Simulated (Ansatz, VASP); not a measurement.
Si: VASP beside Ansatz

The input INCAR:

```
SYSTEM = Si
ALGO = Normal
EDIFF = 1E-6
ENCUT = 520
ISIF = 2
ISMEAR = 0
LASPH = .True.
LCHARG = .True.
LELF = .True.
LREAL = .False.
LVHAR = .True.
LWAVE = .False.
NBANDS = 26
NELM = 100
PREC = Accurate
SIGMA = 0.15
```

Contents of KPOINTS:

```
k-points
0
Gamma
  12 12 12
  0 0 0
```

POSCAR

```
Si
1.0
    0.0000000000      0.0000000000      4.9415225221
    2.6084913959     -4.5180396286      0.0000000000
    2.6084913958      4.5180396287      0.0000000000
Si
8
Direct
   -0.0354141865      0.5000000000      0.0000000000
    0.5000000000      0.5000000000      0.0000000000
    0.0000000000      0.0000000000      0.0000000000
    0.5000000000      0.0000000000      0.0000000000
    0.0000000000      0.5000000000      0.5000000000
    0.5000000000      0.5000000000      0.5000000000
    0.0000000000      0.0000000000      0.5000000000
    0.5000000000      0.0000000000      0.5000000000
```

Input for Ansatz:

```yaml
crystal:
  lattice:
    - [0.0, 0.0, 4.9415225221]
    - [2.6084913959, -4.5180396286, 0.0]
    - [2.6084913958, 4.5180396287, 0.0]
  atoms:
    - { symbol: Si, position: [-0.0354141865, 0.5, 0.0] }
    - { symbol: Si, position: [0.5, 0.5, 0.0] }
    - { symbol: Si, position: [0.0, 0.0, 0.0] }
    - { symbol: Si, position: [0.5, 0.0, 0.0] }
    - { symbol: Si, position: [0.0, 0.5, 0.5] }
    - { symbol: Si, position: [0.5, 0.5, 0.5] }
    - { symbol: Si, position: [0.0, 0.0, 0.5] }
    - { symbol: Si, position: [0.5, 0.0, 0.5] }
basis:
  ecutwfc: 420
kpoints:
  mp_grid: { grid: [12, 12, 12] }
hamiltonian:
  xc: lda
scf:
  occupations: { method: gaussian, width: 0.15 }
output:
  forces: true
  stress: true
  eigenvalues: true
```

Alike in both runs: task single point; functional LDA; k mesh 12 × 12 × 12; occupations gaussian, width 0.15 eV; no spin polarisation.

|  | VASP | Ansatz |
| --- | --- | --- |
| version | VASP 6.6.1 | Ansatz 0.2.0 |
| potentials or method | VASP PAW LDA potentials, release 64 (Si), cutoff 520 eV | scalar-relativistic, plane waves, PAW |
| valence electrons in the cell | 32 | 32 |

|  | VASP | Ansatz | Ansatz less VASP |
| --- | --- | --- | --- |
| gap on the k mesh at the Fermi level (eV) | none | none | - |
| pressure (GPa) | 0.7 | 0.6 | -0.09 |
| traceless stress, the component that is largest in VASP (GPa) | -0.17 | -0.18 | -0.011 |
| rms of the force components (eV/Å) | 0.362 | 0.361 | -0.0016 |

LDA's correlation is that of Perdew and Zunger in VASP and of Perdew and Wang (1992) in Ansatz. Atom by atom the forces differ by 0.002 eV/Å (rms over components). A gap of «none» marks a metal or a gap that the smearing closes.
